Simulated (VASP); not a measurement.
Write the native input for VASP 6.6.1 that does the following.

```
Task                   : relaxation of cell and atoms
Functional             : PBEsol
Potentials or basis    : VASP PAW PBE potentials, release 64 (Sr_sv, O)
Cutoff                 : 600 eV
k mesh                 : 8 × 8 × 8
Occupations            : gaussian, width 0.02 eV
Spin                   : no spin polarisation
Dipole correction      : no
Further INCAR settings : ALGO = Normal; EDIFF = 1e-06; IBRION = 2; EDIFFG = -0.005; NSW = 70; ISIF = 3
```

The structure of SrO lies in POSCAR:

```
SrO
1.0
    0.0000000000      2.5973730518      2.5973730518
    2.5973730518      0.0000000000      2.5973730518
    2.5973730518      2.5973730518      0.0000000000
Sr O
1 1
Direct
    0.5000000000      0.5000000000      0.5000000000
    0.0000000000      0.0000000000      0.0000000000
```

These files were run (other wordings do the same):

INCAR

```
PREC = Accurate
ENCUT = 600
EDIFF = 1E-6
ISMEAR = 0
SIGMA = 0.02
LREAL = False
LASPH = True
NELM = 100
ALGO = Normal
ISIF = 3
LWAVE = False
LCHARG = False
GGA = PS
IBRION = 2
NSW = 70
EDIFFG = -0.005
```

KPOINTS

```
regular mesh
0
Gamma
  8 8 8
```

Potentials or basis: VASP PAW PBE potentials, release 64 (Sr_sv, O).

Run with:

```bash
$ cat potpaw_PBE.64/Sr_sv/POTCAR potpaw_PBE.64/O/POTCAR > POTCAR
$ mpirun -np 1 vasp_std > vasp.out
```

It gave:

```
Relaxed volume                        : 16.90 Å³/atom
Relaxed cell                          : a = 3.629 Å, b = 3.629 Å, c = 3.629 Å, α = 60.00°, β = 60.00°, γ = 60.00°
Space group after relaxing (to 0.1 Å) : Fm-3m (No. 225)
Energy gained by relaxing             : 6.3 meV/atom
Ionic steps                           : 3
Pressure after relaxing               : 0.0 GPa
Band gap on the k mesh                : 3.15 eV (least direct gap 3.24 eV)
```

Caveat: the PAW data sets were made with another functional, which shifts forces and pressure a little.

Run time: 20 s on 1 thread of Intel(R) Xeon(R) 6975P-C (Granite Rapids), with other jobs on the host, peak memory 0.18 GiB.
